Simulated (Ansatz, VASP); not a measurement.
## TaN in VASP and in Ansatz

```
CELL_PARAMETERS angstrom
2.93104 0.00000 0.00000
-1.46552 2.53836 0.00000
0.00000 0.00000 2.88934
ATOMIC_POSITIONS crystal
Ta 0.33333 0.66667 0.50000
N 0.00000 0.00000 0.00000
```

Alike in both runs: functional BLYP; dispersion D3(BJ); k mesh 13 × 13 × 12; occupations fermi-dirac, width 0.1 eV; no spin polarisation.

Ansatz relaxed the structure, and its values are those at the end. VASP's run is a single point on that final structure, the one shown.

```csv
,VASP,Ansatz
version,VASP 6.6.1,Ansatz 0.2.0
potentials or method,"VASP PAW PBE potentials, release 64 (Ta_pv, N), cutoff 520 eV","plane waves, PAW"
valence electrons in the cell,16,18
```

```csv
,VASP,Ansatz,Ansatz less VASP
pressure (GPa),2.1,0.0,-2.13
```

VASP's potentials were made for PBE, not for BLYP. VASP's potentials hold 16 valence electrons a cell and Ansatz's 18, so a difference there can come from the potentials and not from the codes.

Neither program's run includes spin-orbit coupling.
